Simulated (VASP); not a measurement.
# Zr2N (Pnnm) in VASP: single point with PBEsol

Aim: the single point of Zr2N with PBEsol.

Program: VASP 6.6.1. These are calculated values, not measurements. Logs are shortened: lines on timing, memory, paths and dates and some standing lists are left out, and cuts for length are marked.

### 1 The cell of the first run

The structure is orthorhombic, space group Pnnm (No. 58). Conventional cell: a = 5.370 Å, b = 5.370 Å, c = 3.273 Å, α = 90.00°, β = 90.00°, γ = 90.00°. Zr (site symmetry m) has 3 N at 2.26 Å within 3.0 Å. Within 3.0 Å of N (site symmetry 2/m) lie 6 Zr at 2.26 Å.

### 2 Single point, PBEsol (atoms displaced along a vibrational mode)

File INCAR:

```
SYSTEM = Zr2N
PREC = Accurate
ENCUT = 520
EDIFF = 1E-7
ISMEAR = 0
SIGMA = 0.15
LREAL = .FALSE.
LASPH = .TRUE.
NELM = 60
ALGO = Normal
ISIF = 2
LWAVE = .FALSE.
LCHARG = .FALSE.
GGA = PS
NBANDS = 38
```

File KPOINTS:

```
Automatic mesh
0
G
  10 10 14
  0 0 0
```

File POSCAR:

```
Zr2N
1.0
    5.3700488437      0.0000000000      0.0000000000
    0.0000000000      5.3700488437      0.0000000000
    0.0000000000      0.0000000000      3.2726229990
Zr N
4 2
Direct
    0.2699171127      0.3225875299      0.0000000000
    0.7300828873      0.6774124701      0.0000000000
    0.7699171127      0.1774124701      0.5000000000
    0.2300828873      0.8225875299      0.5000000000
    0.0000000000      0.0000000000      0.0000000000
    0.5000000000      0.5000000000      0.5000000000
```

Potentials or basis: VASP PAW PBE potentials, release 64 (Zr_sv, N).

Launch:

```bash
$ cat potpaw_PBE.64/Zr_sv/POTCAR potpaw_PBE.64/N/POTCAR > POTCAR
$ mpirun -np 1 vasp_std > vasp.out
```

OUTCAR:

```text
SYSTEM = Zr2N
   PREC = Accurate
   ENCUT = 520
   EDIFF = 1E-7
   ISMEAR = 0
   LREAL = .FALSE.
   LASPH = .TRUE.
   NELM = 60
   ISIF = 2
   GGA = PS

 ion  position               nearest neighbor table
   1  0.270  0.323  0.000-   5 2.26   6 2.26   6 2.26   2 3.12   4 3.15   4 3.15   4 3.15   4 3.15
                             3 3.24   3 3.24   3 3.24   3 3.24   2 3.47
   2  0.730  0.677  0.000-   5 2.26   6 2.26   6 2.26   1 3.12   3 3.15   3 3.15   3 3.15   3 3.15
                             4 3.24   4 3.24   4 3.24   4 3.24   1 3.47
   3  0.770  0.177  0.500-   6 2.26   5 2.26   5 2.26   4 3.12   2 3.15   2 3.15   2 3.15   2 3.15
                             1 3.24   1 3.24   1 3.24   1 3.24   4 3.47
   4  0.230  0.823  0.500-   6 2.26   5 2.26   5 2.26   3 3.12   1 3.15   1 3.15   1 3.15   1 3.15
                             2 3.24   2 3.24   2 3.24   2 3.24   3 3.47
   5  0.000  0.000  0.000-   1 2.26   2 2.26   3 2.26   4 2.26   3 2.26   4 2.26
   6  0.500  0.500  0.500-   3 2.26   4 2.26   1 2.26   2 2.26   1 2.26   2 2.26

  LATTYP: Found a simple tetragonal cell.
 ALAT       =     5.3700488437
 C/A-ratio  =     0.6094214586

  Lattice vectors:

 A1 = (   5.3700488437,   0.0000000000,   0.0000000000)
 A2 = (   0.0000000000,   5.3700488437,   0.0000000000)
 A3 = (   0.0000000000,   0.0000000000,   3.2726229990)

Analysis of symmetry for initial positions (statically):
=====================================================================
 Subroutine PRICEL returns:
 Original cell was already a primitive cell.

 Routine SETGRP: Setting up the symmetry group for a
 simple tetragonal supercell.

 Subroutine GETGRP returns: Found  8 space group operations
 (whereof  4 operations were pure point group operations)
 out of a pool of 16 trial point group operations.

The static configuration has the point symmetry C_2h.
 The point group associated with its full space group is D_2h.

Analysis of symmetry for dynamics (positions and initial velocities):
=====================================================================
 Subroutine PRICEL returns:
 Original cell was already a primitive cell.

 Routine SETGRP: Setting up the symmetry group for a
 simple tetragonal supercell.

 Subroutine GETGRP returns: Found  8 space group operations
 (whereof  4 operations were pure point group operations)
 out of a pool of 16 trial point group operations.

The dynamic configuration has the point symmetry C_2h.
 The point group associated with its full space group is D_2h.

 Subroutine INISYM returns: Found  8 space group operations
 (whereof  4 operations are pure point group operations),
 and found     1 'primitive' translations

----------------------------------------------------------------------------------------

                                     Primitive cell

  volume of cell :      94.3740

  direct lattice vectors                    reciprocal lattice vectors
     5.370048844  0.000000000  0.000000000     0.186218046  0.000000000  0.000000000
     0.000000000  5.370048844  0.000000000     0.000000000  0.186218046  0.000000000
     0.000000000  0.000000000  3.272622999     0.000000000  0.000000000  0.305565291

  length of vectors
     5.370048844  5.370048844  3.272622999     0.186218046  0.186218046  0.305565291

  position of ions in fractional coordinates (direct lattice)
     0.269917113  0.322587530  0.000000000
     0.730082887  0.677412470  0.000000000
     0.769917113  0.177412470  0.500000000
     0.230082887  0.822587530  0.500000000
     0.000000000  0.000000000  0.000000000
     0.500000000  0.500000000  0.500000000

  ion indices of the primitive-cell ions
   primitive index   ion index
                 1           1
                 2           2
                 3           3
                 4           4
                 5           5
                 6           6

----------------------------------------------------------------------------------------

 KPOINTS: Automatic mesh

Automatic generation of k-mesh.
 Grid dimensions read from file:
 generate k-points for:   10   10   14

 Generating k-lattice:

  Cartesian coordinates                     Fractional coordinates (reciprocal lattice)
     0.018621805  0.000000000  0.000000000     0.100000000  0.000000000  0.000000000
     0.000000000  0.018621805  0.000000000     0.000000000  0.100000000  0.000000000
     0.000000000  0.000000000  0.021826092     0.000000000  0.000000000  0.071428571

  Length of vectors
     0.018621805  0.018621805  0.021826092

  Shift w.r.t. Gamma in fractional coordinates (k-lattice)
     0.000000000  0.000000000  0.000000000

 Subroutine IBZKPT returns following result:
 ===========================================

 Found    288 irreducible k-points:

 Following reciprocal coordinates:
            Coordinates               Weight
  0.000000  0.000000  0.000000      1.000000
  0.100000  0.000000  0.000000      2.000000
  0.000000  0.100000  0.000000      2.000000
  0.200000  0.000000  0.000000      2.000000
  0.000000  0.200000  0.000000      2.000000
  0.300000  0.000000  0.000000      2.000000
[... 16 lines left out ...]
 -0.200000  0.300000  0.000000      4.000000
  0.400000  0.200000  0.000000      4.000000
 [... further k-points ...]
   k-points           NKPTS =    288   k-points in BZ     NKDIM =    288   number of bands    NBANDS=     38
   number of dos      NEDOS =    301   number of ions     NIONS =      6
   total plane-waves  NPLWV =  38400
   dimension x,y,z NGX =    40 NGY =   40 NGZ =   24
   dimension x,y,z NGXF=    80 NGYF=   80 NGZF=   48
   ions per type =               4   2
   NGX,Y,Z   is equivalent  to a cutoff of  12.38, 12.38, 12.19 a.u.
   NGXF,Y,Z  is equivalent  to a cutoff of  24.77, 24.77, 24.38 a.u.
 SYSTEM =  Zr2N
   PREC   = accura    normal or accurate (medium, high low for compatibility)
   ISTART =      0    job   : 0-new  1-cont  2-samecut
   ICHARG =      2    charge: 1-file 2-atom 10-const
   ISPIN  =      1    spin polarized calculation?
   LNONCOLLINEAR =      F non collinear calculations
   LSORBIT =      F    spin-orbit coupling
   LASPH  =      T    aspherical Exc in radial PAW
   ENCUT  =  520.0 eV  38.22 Ry    6.18 a.u.   9.98  9.98  6.08*2*pi/ulx,y,z
   NELM   =     60;   NELMIN=  2; NELMDL= -5     # of ELM steps
   EDIFF  = 0.1E-06   stopping-criterion for ELM
   LREAL  =      F    real-space projection
   EDIFFG = 0.1E-05   stopping-criterion for IOM
   NSW    =      0    number of steps for IOM
   IBRION =     -1    ionic relax: 0-MD 1-quasi-New 2-CG
   NFREE  =      0    steps in history (QN), initial steepest desc. (CG)
   ISIF   =      2    stress and relaxation
   ISYM   =      2    0-nonsym 1-usesym 2-fastsym
   POTIM  = 0.5000    time-step for ionic-motion
   TEBEG  =    0.0;   TEEND  =   0.0 temperature during run
   PSTRESS=    0.0 pullay stress
   NELECT =      58.0000    total number of electrons
   NUPDOWN=      -1.0000    fix difference up-down
   EMIN   =  10.00;   EMAX   =-10.00  energy-range for DOS
   EFERMI =   0.00;   METHOD = LEGACY
   ISMEAR =     0;   SIGMA  =   0.15  broadening in eV -4-tet -1-fermi 0-gaus
   EFERMI_NEDOS =   21; number of points for ismear=-14 and -15
   IALGO  =     38    algorithm
   IMIX   =      4    mixing-type and parameters
     AMIX     =   0.40;   BMIX     =  1.00
     AMIX_MAG =   1.60;   BMIX_MAG =  1.00
  volume/ion in A,a.u.               =      15.73       106.14
  Fermi-wavevector in a.u.,A,eV,Ry     =   1.391874  2.630261 26.358758  1.937314
  Thomas-Fermi vector in A             =   2.515671
   LORBIT       =      0    0 simple, 1 ext, 2 COOP (PROOUT), +10 PAW based schemes
   GGA     = PS    functional components
   LHFCALC =     F    Hartree Fock is set to
   AEXX    =    0.0000 exact exchange contribution
   IVDW    =     0    specifies the selected vdW correction
   LEPSILON=     F    determine dielectric tensor
   LRPA    =     F    only Hartree local field effects (RPA)
 non-spin polarized calculation
 Gauss-broadening in eV      SIGMA  =   0.15
  energy-cutoff  :      520.00
  volume of cell :       94.37
 maximum number of plane-waves:      2562
   NGX = 19   NGY = 19   NGZ = 13

 number of electron      57.9999998 magnetization

 Free energy of the ion-electron system (eV)
  ---------------------------------------------------
  ext. energy  EPLUGINS =         0.00000000
  ---------------------------------------------------
  free energy    TOTEN  =       -61.73360591 eV

  energy without entropy =      -61.69473091  energy(sigma->0) =      -61.71416841

 E-fermi :   9.8440     XC(G=0): -11.9660

 val. band max:        9.8376648894   @ k =   0.0000   0.1000   0.1429
 cond. band min:       9.8461043232   @ k =  -0.4000   0.5000   0.5000
 fundamental gap:      0.0084394339
 Fermi energy:         9.8440148210

 k-point     1 :       0.0000    0.0000    0.0000
  band No.  band energies     occupation
      1     -38.6465      2.00000
      2     -38.5082      2.00000
      3     -38.4755      2.00000
      4     -38.4322      2.00000
      5     -17.6153      2.00000
      6     -17.0456      2.00000
[... 30 lines left out ...]
     37      12.7982      0.00000
     38      13.3666      0.00000

 k-point     2 :       0.1000    0.0000    0.0000
  band No.  band energies     occupation
      1     -38.6433      2.00000
      2     -38.5119      2.00000
      3     -38.4743      2.00000
      4     -38.4330      2.00000
      5     -17.5999      2.00000
      6     -17.0507      2.00000
[... 30 lines left out ...]
     37      12.7004      0.00000
     38      13.4815      0.00000

 k-point     3 :       0.0000    0.1000    0.0000
  band No.  band energies     occupation
      1     -38.6428      2.00000
      2     -38.5060      2.00000
      3     -38.4809      2.00000
      4     -38.4329      2.00000
      5     -17.5954      2.00000
      6     -17.0354      2.00000
[... 30 lines left out ...]
     37      12.8836      0.00000
[... 781 lines left out ...]
 k-point    23 :      -0.2000    0.3000    0.0000
  band No.  band energies     occupation
      1     -38.6034      2.00000
      2     -38.5140      2.00000
      3     -38.4975      2.00000
      4     -38.4491      2.00000
      5     -17.3962      2.00000
      6     -17.0325      2.00000
[... 30 lines left out ...]
     37      13.3695      0.00000
     38      13.5041      0.00000

 k-point    24 :       0.4000    0.2000    0.0000
  band No.  band energies     occupation
      1     -38.5882      2.00000
      2     -38.5481      2.00000
      3     -38.4729      2.00000
      4     -38.4548      2.00000
      5     -17.3484      2.00000
      6     -17.1942      2.00000
[... 30 lines left out ...]
     37      13.3779      0.00000
     38      13.6025      0.00000

 [... further k-points ...]
[... 5 lines left out ...]
  --------------------------------------------------------------------------------------
  -------------------------------------------------------------------------------------
  Total       -2.6686739      2.4445412     -0.9825882     -0.0000000      0.0000000      0.0000000
  in kB      -45.3057822     41.5007071    -16.6812915     -0.0000000      0.0000000      0.0000000
  external PRESSURE =      -6.8287889 kB  Pullay stress =       0.0000000 kB

 VOLUME and BASIS-vectors are now :
 -----------------------------------------------------------------------------
  energy-cutoff  :      520.00
  volume of cell :       94.37
      direct lattice vectors                 reciprocal lattice vectors
     5.370048844  0.000000000  0.000000000     0.186218046  0.000000000  0.000000000
     0.000000000  5.370048844  0.000000000     0.000000000  0.186218046  0.000000000
     0.000000000  0.000000000  3.272622999     0.000000000  0.000000000  0.305565291

 POSITION                                       TOTAL-FORCE (eV/Angst)
 -----------------------------------------------------------------------------------
      1.44947      1.73231      0.00000         0.264408     -0.145156      0.000000
      3.92058      3.63774      0.00000        -0.264408      0.145156     -0.000000
      4.13449      0.95271      1.63631         0.264408      0.145156      0.000000
      1.23556      4.41734      1.63631        -0.264408     -0.145156     -0.000000
      0.00000      0.00000      0.00000         0.000000     -0.000000      0.000000
      2.68502      2.68502      1.63631         0.000000     -0.000000      0.000000
 -----------------------------------------------------------------------------------
    total drift:                               -0.000000      0.000000     -0.000000

  FREE ENERGIE OF THE ION-ELECTRON SYSTEM (eV)
  ---------------------------------------------------
  free  energy   TOTEN  =       -61.7336059115 eV

  energy  without entropy=      -61.6947309070  energy(sigma->0) =      -61.71416841
```

Run time: 5.8 min. Hardware: 1 thread of Intel Xeon 6975P-C (Granite Rapids), shared host; peak memory 0.77 GiB.

What came out:

| Item | Value |
| --- | --- |
| Free energy | -61.7336 eV |
| Pressure | -0.7 GPa |
| Largest force | 0.302 eV/Å |
| Band gap on the k mesh | zero (bands 29 and 30 overlap by 2.12 eV) |

Forces on the atoms (eV/Å):
```
Zr   0.264 -0.145  0.000
Zr  -0.264  0.145  0.000
Zr   0.264  0.145  0.000
Zr  -0.264 -0.145  0.000
N    0.000  0.000  0.000
N    0.000  0.000  0.000
```

Caveat: the cell differs from its parent crystal (atoms displaced along a vibrational mode); the stress differs along the axes, from -5 to 4 GPa; the PAW data sets were made with another functional, which shifts forces and pressure a little.
